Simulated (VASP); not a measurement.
# In2O3 (R-3c) in VASP: single point with PBE

Aim: the single point of In2O3 with PBE.

All numbers are computed with VASP 6.6.1; they aren't measurements. Logs are shortened: lines on timing, memory, paths and dates and some standing lists are left out, and cuts for length are marked.

## 1. The cell of the first run

The structure is trigonal, space group R-3c (No. 167). The conventional cell has a = 5.575 Å, b = 5.575 Å, c = 13.722 Å, α = 90.00°, β = 90.00°, γ = 120.00°. Within 2.8 Å of In (site symmetry 3) lie 6 O at 2.13 to 2.21 Å. O (site symmetry 2) has 4 In at 2.13 to 2.21 Å and 4 O at 2.84 to 2.86 Å within 2.9 Å.

## 2. Single point, PBE (engineering shear strain xy +0.0000, normal strain along z -0.0700)

The input, INCAR:

```
PREC     = Accurate       # precision mode
ENCUT    = 520            # plane-wave cutoff, eV
EDIFF    = 1E-6           # SCF threshold, eV
ISMEAR   = 0              # smearing method
SIGMA    = 0.05           # smearing width, eV
LREAL    = F              # projectors in reciprocal space
LASPH    = T              # aspherical terms in the spheres
NELM     = 80             # most SCF steps
ALGO     = Normal         # electronic algorithm
ISIF     = 2              # what is computed and relaxed
LWAVE    = F              # write WAVECAR
LCHARG   = F              # write CHGCAR
GGA      = PE             # functional
NBANDS   = 55             # bands
```

The input, KPOINTS:

```
regular mesh
0
Gamma
  6 6 6
```

The input, POSCAR:

```
In2O3
1.0
    2.7875465222      1.6093907350      4.5741389253
   -2.7875465222      1.6093907350      4.5741389253
    0.0000000000     -3.2187814699      4.5741389253
In O
4 6
Direct
    0.3572021370      0.3572021370      0.3572021370
    0.1427978630      0.1427978630      0.1427978630
    0.6427978630      0.6427978630      0.6427978630
    0.8572021370      0.8572021370      0.8572021370
    0.5465056545      0.9534943455      0.2500000000
    0.2500000000      0.5465056545      0.9534943455
    0.9534943455      0.2500000000      0.5465056545
    0.4534943455      0.0465056545      0.7500000000
    0.7500000000      0.4534943455      0.0465056545
    0.0465056545      0.7500000000      0.4534943455
```

Potentials or basis: VASP PAW PBE potentials, release 64 (In_d, O).

Started as:

```bash
$ cat potpaw_PBE.64/In_d/POTCAR potpaw_PBE.64/O/POTCAR > POTCAR
$ mpirun -np 1 vasp_std > vasp.out
```

OUTCAR:

```text
PREC = Accurate
   ENCUT = 520
   EDIFF = 1E-6
   ISMEAR = 0
   LREAL = F
   LASPH = T
   NELM = 80
   ISIF = 2
   GGA = PE

 ion  position               nearest neighbor table
   1  0.357  0.357  0.357-   8 2.13  10 2.13   9 2.13   6 2.21   5 2.21   7 2.21   2 2.94   3 3.28
                             3 3.28   3 3.28   2 3.61   2 3.61   2 3.61   3 3.92   4 3.95   4 3.95
   2  0.143  0.143  0.143-   8 2.13   9 2.13  10 2.13   7 2.21   5 2.21   6 2.21   1 2.94   4 3.28
                             4 3.28   4 3.28   1 3.61   1 3.61   1 3.61   4 3.92   3 3.95   3 3.95
   3  0.643  0.643  0.643-   5 2.13   7 2.13   6 2.13   9 2.21   8 2.21  10 2.21   4 2.94   1 3.28
                             1 3.28   1 3.28   4 3.61   4 3.61   4 3.61   1 3.92   2 3.95   2 3.95
   4  0.857  0.857  0.857-   5 2.13   6 2.13   7 2.13  10 2.21   8 2.21   9 2.21   3 2.94   2 3.28
                             2 3.28   2 3.28   3 3.61   3 3.61   3 3.61   2 3.92   1 3.95   1 3.95
   5  0.547  0.953  0.250-   3 2.13   4 2.13   1 2.21   2 2.21
   6  0.250  0.547  0.953-   4 2.13   3 2.13   1 2.21   2 2.21
   7  0.953  0.250  0.547-   3 2.13   4 2.13   2 2.21   1 2.21
   8  0.453  0.047  0.750-   1 2.13   2 2.13   3 2.21   4 2.21
   9  0.750  0.453  0.047-   2 2.13   1 2.13   3 2.21   4 2.21
  10  0.047  0.750  0.453-   1 2.13   2 2.13   4 2.21   3 2.21

  LATTYP: Found a trigonal (rhomboedric) cell.
 ALAT       =     5.5931476880
 COS(alpha) =     0.5032227834

  Lattice vectors:

 A1 = (   2.7875465222,   1.6093907350,   4.5741389253)
 A2 = (  -2.7875465222,   1.6093907350,   4.5741389253)
 A3 = (   0.0000000000,  -3.2187814699,   4.5741389253)

Analysis of symmetry for initial positions (statically):
=====================================================================
 Subroutine PRICEL returns:
 Original cell was already a primitive cell.

 Routine SETGRP: Setting up the symmetry group for a
 trigonal (rhombohedral) supercell.

 Subroutine GETGRP returns: Found 12 space group operations
 (whereof  6 operations were pure point group operations)
 out of a pool of 12 trial point group operations.

The static configuration has the point symmetry S_6 .
 The point group associated with its full space group is D_3d.

Analysis of symmetry for dynamics (positions and initial velocities):
=====================================================================
 Subroutine PRICEL returns:
 Original cell was already a primitive cell.

 Routine SETGRP: Setting up the symmetry group for a
 trigonal (rhombohedral) supercell.

 Subroutine GETGRP returns: Found 12 space group operations
 (whereof  6 operations were pure point group operations)
 out of a pool of 12 trial point group operations.

The dynamic configuration has the point symmetry S_6 .
 The point group associated with its full space group is D_3d.

 Subroutine INISYM returns: Found 12 space group operations
 (whereof  6 operations are pure point group operations),
 and found     1 'primitive' translations

----------------------------------------------------------------------------------------

                                     Primitive cell

  volume of cell :     123.1244

  direct lattice vectors                    reciprocal lattice vectors
     2.787546522  1.609390735  4.574138925     0.179369204  0.103558858  0.072873461
    -2.787546522  1.609390735  4.574138925    -0.179369204  0.103558858  0.072873461
     0.000000000 -3.218781470  4.574138925     0.000000000 -0.207117716  0.072873461

  length of vectors
     5.593147688  5.593147688  5.593147688     0.219563862  0.219563862  0.219563862

  position of ions in fractional coordinates (direct lattice)
     0.357202137  0.357202137  0.357202137
     0.142797863  0.142797863  0.142797863
     0.642797863  0.642797863  0.642797863
     0.857202137  0.857202137  0.857202137
     0.546505655  0.953494345  0.250000000
     0.250000000  0.546505655  0.953494345
     0.953494345  0.250000000  0.546505655
     0.453494345  0.046505655  0.750000000
     0.750000000  0.453494345  0.046505655
     0.046505655  0.750000000  0.453494345

  ion indices of the primitive-cell ions
   primitive index   ion index
                 1           1
                 2           2
                 3           3
                 4           4
                 5           5
                 6           6
                 7           7
                 8           8
                 9           9
                10          10

----------------------------------------------------------------------------------------

 KPOINTS: regular mesh

Automatic generation of k-mesh.
 Grid dimensions read from file:
 generate k-points for:    6    6    6

 Generating k-lattice:

  Cartesian coordinates                     Fractional coordinates (reciprocal lattice)
     0.029894867  0.017259810  0.012145577     0.166666667 -0.000000000  0.000000000
    -0.029894867  0.017259810  0.012145577    -0.000000000  0.166666667  0.000000000
     0.000000000 -0.034519619  0.012145577     0.000000000  0.000000000  0.166666667

  Length of vectors
     0.036593977  0.036593977  0.036593977

  Shift w.r.t. Gamma in fractional coordinates (k-lattice)
     0.000000000  0.000000000  0.000000000

 Subroutine IBZKPT returns following result:
 ===========================================

 Found     32 irreducible k-points:

 Following reciprocal coordinates:
            Coordinates               Weight
  0.000000  0.000000  0.000000      1.000000
  0.166667 -0.000000 -0.000000      6.000000
  0.333333 -0.000000 -0.000000      6.000000
  0.500000 -0.000000 -0.000000      3.000000
  0.166667  0.166667 -0.000000      6.000000
  0.333333  0.166667 -0.000000     12.000000
[... 16 lines left out ...]
  0.500000  0.500000  0.166667      6.000000
 -0.333333  0.500000  0.166667     12.000000
 [... further k-points ...]
   k-points           NKPTS =     32   k-points in BZ     NKDIM =     32   number of bands    NBANDS=     55
   number of dos      NEDOS =    301   number of ions     NIONS =     10
   total plane-waves  NPLWV =  74088
   dimension x,y,z NGX =    42 NGY =   42 NGZ =   42
   dimension x,y,z NGXF=    84 NGYF=   84 NGZF=   84
   ions per type =               4   6
   NGX,Y,Z   is equivalent  to a cutoff of  12.48, 12.48, 12.48 a.u.
   NGXF,Y,Z  is equivalent  to a cutoff of  24.97, 24.97, 24.97 a.u.
 SYSTEM =  unknown system
   PREC   = accura    normal or accurate (medium, high low for compatibility)
   ISTART =      0    job   : 0-new  1-cont  2-samecut
   ICHARG =      2    charge: 1-file 2-atom 10-const
   ISPIN  =      1    spin polarized calculation?
   LNONCOLLINEAR =      F non collinear calculations
   LSORBIT =      F    spin-orbit coupling
   LASPH  =      T    aspherical Exc in radial PAW
   ENCUT  =  520.0 eV  38.22 Ry    6.18 a.u.  10.40 10.40 10.40*2*pi/ulx,y,z
   NELM   =     80;   NELMIN=  2; NELMDL= -5     # of ELM steps
   EDIFF  = 0.1E-05   stopping-criterion for ELM
   LREAL  =      F    real-space projection
   EDIFFG = 0.1E-04   stopping-criterion for IOM
   NSW    =      0    number of steps for IOM
   IBRION =     -1    ionic relax: 0-MD 1-quasi-New 2-CG
   NFREE  =      0    steps in history (QN), initial steepest desc. (CG)
   ISIF   =      2    stress and relaxation
   ISYM   =      2    0-nonsym 1-usesym 2-fastsym
   POTIM  = 0.5000    time-step for ionic-motion
   TEBEG  =    0.0;   TEEND  =   0.0 temperature during run
   PSTRESS=    0.0 pullay stress
   NELECT =      88.0000    total number of electrons
   NUPDOWN=      -1.0000    fix difference up-down
   EMIN   =  10.00;   EMAX   =-10.00  energy-range for DOS
   EFERMI =   0.00;   METHOD = LEGACY
   ISMEAR =     0;   SIGMA  =   0.05  broadening in eV -4-tet -1-fermi 0-gaus
   EFERMI_NEDOS =   21; number of points for ismear=-14 and -15
   IALGO  =     38    algorithm
   IMIX   =      4    mixing-type and parameters
     AMIX     =   0.40;   BMIX     =  1.00
     AMIX_MAG =   1.60;   BMIX_MAG =  1.00
  volume/ion in A,a.u.               =      12.31        83.09
  Fermi-wavevector in a.u.,A,eV,Ry     =   1.463708  2.766006 29.149663  2.142440
  Thomas-Fermi vector in A             =   2.579770
   LORBIT       =      0    0 simple, 1 ext, 2 COOP (PROOUT), +10 PAW based schemes
   GGA     = PE    functional components
   LHFCALC =     F    Hartree Fock is set to
   AEXX    =    0.0000 exact exchange contribution
   IVDW    =     0    specifies the selected vdW correction
   LEPSILON=     F    determine dielectric tensor
   LRPA    =     F    only Hartree local field effects (RPA)
 non-spin polarized calculation
 Gauss-broadening in eV      SIGMA  =   0.05
  energy-cutoff  :      520.00
  volume of cell :      123.12
 maximum number of plane-waves:      3329
 NGX is ok and might be reduce to    42
   NGX = 21   NGY = 21   NGZ = 21

 number of electron      88.0000005 magnetization

 Free energy of the ion-electron system (eV)
  ---------------------------------------------------
  ext. energy  EPLUGINS =         0.00000000
  ---------------------------------------------------
  free energy    TOTEN  =       -54.91047181 eV

  energy without entropy =      -54.91047181  energy(sigma->0) =      -54.91047181

 E-fermi :   6.2092     XC(G=0): -11.3784

 val. band max:        5.9913436337   @ k =  -0.1667   0.1667   0.0000
 cond. band min:       7.2790719728   @ k =   0.0000   0.0000   0.0000
 fundamental gap:      1.2877283391
 Fermi energy:         6.2091606020

 k-point     1 :       0.0000    0.0000    0.0000
  band No.  band energies     occupation
      1     -11.8557      2.00000
      2     -10.8976      2.00000
      3     -10.8976      2.00000
      4     -10.7024      2.00000
      5     -10.7024      2.00000
      6     -10.4457      2.00000
[... 47 lines left out ...]
     54      15.9982      0.00000
     55      17.0753      0.00000

 k-point     2 :       0.1667   -0.0000   -0.0000
  band No.  band energies     occupation
      1     -11.7743      2.00000
      2     -10.8899      2.00000
      3     -10.8773      2.00000
      4     -10.7622      2.00000
      5     -10.7178      2.00000
      6     -10.4987      2.00000
[... 47 lines left out ...]
     54      16.8401      0.00000
     55      16.9438      0.00000

 k-point     3 :       0.3333   -0.0000   -0.0000
  band No.  band energies     occupation
      1     -11.5515      2.00000
      2     -10.9582      2.00000
      3     -10.8588      2.00000
      4     -10.8187      2.00000
      5     -10.7586      2.00000
      6     -10.6108      2.00000
[... 1152 lines left out ...]
 k-point    23 :       0.5000    0.5000    0.1667
  band No.  band energies     occupation
      1     -11.3555      2.00000
      2     -11.0662      2.00000
      3     -10.9005      2.00000
      4     -10.7964      2.00000
      5     -10.7553      2.00000
      6     -10.6412      2.00000
[... 47 lines left out ...]
     54      16.8641      0.00000
     55      17.4006      0.00000

 k-point    24 :      -0.3333    0.5000    0.1667
  band No.  band energies     occupation
      1     -11.2829      2.00000
      2     -11.1229      2.00000
      3     -10.9092      2.00000
      4     -10.8325      2.00000
      5     -10.7228      2.00000
      6     -10.6387      2.00000
[... 47 lines left out ...]
     54      16.6219      0.00000
     55      17.1306      0.00000

 [... further k-points ...]

------------------------ aborting loop because EDIFF is reached ----------------------------------------

  FORCE on cell =-STRESS in cart. coord.  units (eV):
  Direction    XX          YY          ZZ          XY          YZ          ZX
  --------------------------------------------------------------------------------------
  -------------------------------------------------------------------------------------
  Total        6.9040203      6.9040203     15.2370522      0.0000000      0.0000000      0.0000000
  in kB       89.8397256     89.8397256    198.2747070      0.0000000      0.0000000      0.0000000
  external PRESSURE =     125.9847194 kB  Pullay stress =       0.0000000 kB

 VOLUME and BASIS-vectors are now :
 -----------------------------------------------------------------------------
  energy-cutoff  :      520.00
  volume of cell :      123.12
      direct lattice vectors                 reciprocal lattice vectors
     2.787546522  1.609390735  4.574138925     0.179369204  0.103558858  0.072873461
    -2.787546522  1.609390735  4.574138925    -0.179369204  0.103558858  0.072873461
     0.000000000 -3.218781470  4.574138925     0.000000000 -0.207117716  0.072873461

 POSITION                                       TOTAL-FORCE (eV/Angst)
 -----------------------------------------------------------------------------------
      0.00000      0.00000      4.90168         0.000000      0.000000      0.910842
      0.00000      0.00000      1.95953         0.000000     -0.000000     -0.910842
      0.00000      0.00000      8.82074         0.000000     -0.000000     -0.910842
      0.00000      0.00000     11.76288         0.000000      0.000000      0.910842
     -1.13450      1.60939      8.00474         0.206580     -0.000000      0.000000
     -0.82652     -1.78720      8.00474        -0.103290      0.178903      0.000000
      1.96102      0.17781      8.00474        -0.103290     -0.178903      0.000000
      1.13450     -1.60939      5.71767        -0.206580     -0.000000      0.000000
      0.82652      1.78720      5.71767         0.103290     -0.178903      0.000000
     -1.96102     -0.17781      5.71767         0.103290      0.178903      0.000000
 -----------------------------------------------------------------------------------
    total drift:                                0.000000     -0.000000      0.000000

  FREE ENERGIE OF THE ION-ELECTRON SYSTEM (eV)
  ---------------------------------------------------
  free  energy   TOTEN  =       -54.9104718110 eV

  energy  without entropy=      -54.9104718110  energy(sigma->0) =      -54.91047181
```

Run time: 4.6 min. Hardware: 1 thread of Intel Xeon Platinum 8259CL at 2.50GHz (Skylake/Cascade Lake), shared host; peak memory 0.33 GiB.

Results:

* Free energy: -54.9105 eV
* Pressure: 12.6 GPa
* Largest force: 0.911 eV/Å
* Band gap on the k mesh: 1.29 eV (least direct gap 1.45 eV)

Forces in eV/Å, atoms in the order of the input:
```
In   0.000  0.000  0.911
In   0.000  0.000 -0.911
In   0.000  0.000 -0.911
In   0.000  0.000  0.911
O    0.207  0.000  0.000
O   -0.103  0.179  0.000
O   -0.103 -0.179  0.000
O   -0.207  0.000  0.000
O    0.103 -0.179  0.000
O    0.103  0.179  0.000
```

Stress tensor (GPa, compression positive):
```
 8.98  0.00  0.00
 0.00  8.98  0.00
 0.00  0.00 19.83
```

Levels at points of the mesh, in eV from the valence-band top:
| k point | band 40 | band 41 | band 42 | band 43 | band 44 | band 45 | band 46 | band 47 | band 48 | band 49 |
| --- | --- | --- | --- | --- | --- | --- | --- | --- | --- | --- |
| (0.00, 0.00, 0.00) | -0.38 | -0.21 | -0.21 | -0.16 | -0.16 | 1.29 | 5.47 | 6.47 | 6.84 | 9.15 |
| (0.50, 0.00, 0.00) | -1.06 | -0.65 | -0.65 | -0.07 | -0.07 | 4.96 | 4.96 | 5.96 | 5.96 | 8.30 |
| (0.50, 0.50, 0.00) | -0.98 | -0.66 | -0.27 | -0.07 | -0.05 | 5.34 | 5.41 | 6.23 | 6.57 | 7.46 |
| (0.50, 0.50, 0.50) | -1.15 | -0.34 | -0.34 | -0.34 | -0.34 | 4.48 | 4.48 | 7.12 | 7.12 | 8.39 |

Caveat: the cell differs from its parent crystal (engineering shear strain xy +0.0000, normal strain along z -0.0700); the cell stands under pressure; spin-orbit coupling is left out, which moves the levels of the heavy elements.
